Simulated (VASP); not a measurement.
A run of VASP 6.6.1 is set up as follows.

INCAR

```
PREC = Accurate
ENCUT = 520
EDIFF = 1E-6
ISMEAR = 0
SIGMA = 0.1
LREAL = F
LASPH = T
NELM = 60
ALGO = Normal
ISIF = 2
LWAVE = F
LCHARG = T
LDIPOL = T
IDIPOL = 3
DIPOL = 0.5 0.5 0.339
GGA = PE
LELF = T
LVHAR = T
LVACPOTAV = T
NBANDS = 52
```

KPOINTS

```
Automatic mesh
0
Gamma
  6 6 1
```

File POSCAR:

```
Mo6H
1.0
    4.4695765307      0.0000000000      0.0000000000
   -2.2347882654      3.8707668198      0.0000000000
    0.0000000000      0.0000000000     19.7595667350
Mo H
6 1
Direct
    0.6666666667      0.3333333333      0.2024335884
    0.3333333333      0.6666666667      0.2486060831
    0.0000000000      0.0000000000      0.2947785777
    0.6666666667      0.3333333333      0.3368821116
    0.3333333333      0.6666666667      0.3779725564
    0.0000000000      0.0000000000      0.4180034333
    0.0000000000      0.2222222222      0.4912253223
```

Potentials or basis: VASP PAW PBE potentials, release 64 (Mo_sv, H).

Launch:

```console
$ cat potpaw_PBE.64/Mo_sv/POTCAR potpaw_PBE.64/H/POTCAR > POTCAR
$ mpirun -np 1 vasp_std > vasp.out
```

Question: Estimate the largest force.

Answer: 2.145 eV/Å.

Forces on the atoms (eV/Å):
```
Mo  -0.014  0.023  1.752
Mo   0.048 -0.101 -0.328
Mo  -0.243  0.168 -2.124
Mo   0.100 -0.233 -0.665
Mo   0.160 -0.329  0.549
Mo   0.052 -0.209  0.790
H   -0.103  0.681  0.027
```
